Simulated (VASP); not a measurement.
Write the native input for VASP 6.6.1 that does the following.

* Task: single point
* Functional: LDA
* Potentials or basis: VASP PAW LDA potentials, release 64 (Y_sv)
* Cutoff: 520 eV
* k mesh: 17 × 17 × 10
* Occupations: fermi-dirac, width 0.1 eV
* Spin: no spin polarisation
* Dipole correction: no
* Further INCAR settings: ALGO = Normal; EDIFF = 1e-06; NBANDS = 18

The structure of Y lies in POSCAR:

```
Y
1.0
    3.5392700420      0.0000000000      0.0000000000
   -1.7696350210      3.0650977672      0.0000000000
    0.0000000000      0.0000000000      5.5248319784
Y
2
Direct
    0.3333333333      0.6666666667      0.2500000000
    0.6666666667      0.3333333333      0.7500000000
```

These files were run (other wordings do the same):

INCAR

```
SYSTEM = Y
PREC = Accurate
ENCUT = 520
EDIFF = 1E-6
ISMEAR = -1
SIGMA = 0.1
LREAL = .FALSE.
LASPH = .TRUE.
NELM = 80
ALGO = Normal
ISIF = 2
LWAVE = .FALSE.
LCHARG = .TRUE.
LELF = .TRUE.
LVHAR = .TRUE.
NBANDS = 18
```

KPOINTS

```
regular mesh
0
G
  17 17 10
  0 0 0
```

Potentials or basis: VASP PAW LDA potentials, release 64 (Y_sv).

Command:

```sh
$ cat potpaw_LDA.64/Y_sv/POTCAR > POTCAR
$ mpirun -np 1 vasp_std > vasp.out
```

Results of the run:

```yaml
Pressure: -0.1 GPa
Band_gap_on_the_k_mesh: zero (bands 11 and 12 overlap by 1.77 eV)
```

Run time: 72 s on 1 thread of Intel(R) Xeon(R) 6975P-C (Granite Rapids) (shared host), peak memory 0.31 GiB.
